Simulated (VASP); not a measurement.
The system is CsSnI3.

```
I Cs Sn
1.0
     4.29226    2.47813    3.63236
    -4.29226    2.47813    3.63236
     0.00000   -4.95628    3.63236
I Cs Sn
3 1 1
Cartesian
  -2.1110 1.2188 7.3105
  0.0000 -2.4376 7.3105
  2.1110 1.2188 7.3105
  0.0000 0.0000 0.1090
  0.0000 0.0000 5.8782
```

| Item | Value |
| --- | --- |
| Program | VASP 6.6.1 |
| Task | relaxation of cell and atoms |
| Functional | PBEsol |
| Potentials or basis | VASP PAW PBE potentials, release 64 (I, Cs_sv, Sn_d) |
| Cutoff | 600 eV |
| k mesh | 3 × 3 × 3 |
| Occupations | fermi-dirac, width 0.1 eV |
| Spin | no spin polarisation |

At the start: pressure 0.6 GPa; volume 46.36 Å³/atom.

**Question.** How do energy, volume and symmetry change on relaxing?

**Answer.** Over 15 steps the energy falls by 45.8 meV/atom and the volume is 45.18 Å³/atom (-2.6 %); space group R3m (No. 160, to 0.1 Å) before, Pm-3m (No. 221, to 0.1 Å).

Step by step:
```csv
step,energy change (eV),largest force (eV/Å),pressure (GPa),volume (Å³)
1,0.0000,1.1995,0.63,231.82
2,-0.1077,0.6100,-0.35,238.02
3,-0.1258,0.3464,-0.86,242.36
4,-0.1821,0.2987,-0.53,234.60
5,-0.2162,0.1430,0.19,223.67
6,-0.2163,0.1520,0.16,224.09
7,-0.2200,0.0929,0.08,224.84
8,-0.2222,0.0954,-0.02,226.10
9,-0.2245,0.0780,-0.02,226.05
10,-0.2282,0.0270,-0.01,225.90
11,-0.2283,0.0156,0.00,225.86
12,-0.2287,0.0057,0.01,225.73
13,-0.2289,0.0129,0.02,225.60
14,-0.2289,0.0061,-0.04,226.26
15,-0.2289,0.0099,-0.01,225.91
```

Final structure:
```
I Cs Sn
1.0
     4.30678    2.48651    3.51587
    -4.30678    2.48651    3.51587
     0.00000   -4.97304    3.51587
I Cs Sn
3 1 1
Direct
  0.51261 0.01272 0.51261
  0.51261 0.51261 0.01272
  0.01272 0.51261 0.51261
  0.01097 0.01097 0.01097
  0.51312 0.51312 0.51312
```

Caveat: the PAW data sets were made with another functional, which shifts forces and pressure a little.
